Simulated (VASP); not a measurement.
# Sn: single point with PBE

Sn:

```
CELL_PARAMETERS angstrom
0.00000 3.18069 3.24560
3.24560 0.00000 3.24560
3.24560 3.18069 0.00000
ATOMIC_POSITIONS crystal
Sn 0.50000 0.50000 0.50000
Sn 0.75000 0.75000 0.75000
```

This cell differs from its parent crystal: strain -0.0200 x Voigt [0, 1, 0, 0, 0, 0].

| Property | Result |
| --- | --- |
| Program | VASP 6.6.1 |
| Task | single point |
| Functional | PBE |
| Potentials or basis | VASP PAW PBE potentials, release 64 (Sn_d) |
| Cutoff | 520 eV |
| k mesh | 12 × 12 × 12 |
| Occupations | gaussian, width 0.15 eV |
| Spin | no spin polarisation |
| Dipole correction | no |
| Further INCAR settings | ALGO = Fast; EDIFF = 1e-06; NBANDS = 21 |

- Pressure: 4.2 GPa
- Band gap on the k mesh: zero (band 14 reaches 5.89 eV, above the bottom of band 15 at 5.88 eV)

Stress tensor (GPa, compression positive):
```
4.02 0.00 0.00
0.00 4.58 0.00
0.00 0.00 4.02
```

Levels at points of the mesh, in eV from the Fermi level:
```
           k point  band 12  band 13  band 14  band 15  band 16  band 17
(0.00, 0.00, 0.00)    -0.55     0.00     0.00     0.13     2.07     2.15
(0.50, 0.00, 0.00)    -6.41    -1.26    -1.12    -0.02     3.15     3.25
(0.50, 0.50, 0.00)    -7.64    -2.53    -2.53     0.80     0.80     7.78
(0.50, 0.00, 0.50)    -7.57    -2.64    -2.64     0.67     0.67     7.82
```

Wall time 3.1 min on 1 thread of Intel(R) Xeon(R) Platinum 8259CL CPU @ 2.50GHz (Skylake/Cascade Lake), with other jobs on the host, peak memory 0.33 GiB.

Caveat: the cell differs from its parent crystal (strain -0.0200 x Voigt [0, 1, 0, 0, 0, 0]); spin-orbit coupling is left out, which moves the levels of the heavy elements.
